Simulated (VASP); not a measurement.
A run of VASP 6.6.1:

Contents of INCAR:

```
SYSTEM = HfTi
PREC = Accurate
ENCUT = 520
EDIFF = 1E-7
ISMEAR = -1
SIGMA = 0.1
LREAL = .FALSE.
LASPH = .TRUE.
NELM = 100
ALGO = Normal
ISIF = 2
LWAVE = .FALSE.
LCHARG = .FALSE.
GGA = PS
NBANDS = 18
```

File KPOINTS:

```
Automatic mesh
0
G
  11 11 6
  0 0 0
```

The input POSCAR:

```
HfTi
1.0
    3.0654349732      0.0000000000      0.0000000000
   -1.5327174866      2.6547449897      0.0000000000
    0.0000000000      0.0000000000      4.7968468892
Hf Ti
1 1
Direct
    0.6666666667      0.3333333333      0.5000000000
    0.3333333333      0.6666666667      0.0000000000
```

Potentials or basis: VASP PAW PBE potentials, release 64 (Hf_pv, Ti_sv).

Run with:

```bash
$ cat potpaw_PBE.64/Hf_pv/POTCAR potpaw_PBE.64/Ti_sv/POTCAR > POTCAR
$ mpirun -np 1 vasp_std > vasp.out
```

Hardware: 1 thread of Intel(R) Xeon(R) Platinum 8488C (Sapphire Rapids), on a shared host.

**Question.** How long does it take, and how much memory?

**Answer.** Run time: 23 s on 1 thread of Intel(R) Xeon(R) Platinum 8488C (Sapphire Rapids) (shared host), peak memory 0.19 GiB. Counts: scf iterations 17, k points 64.
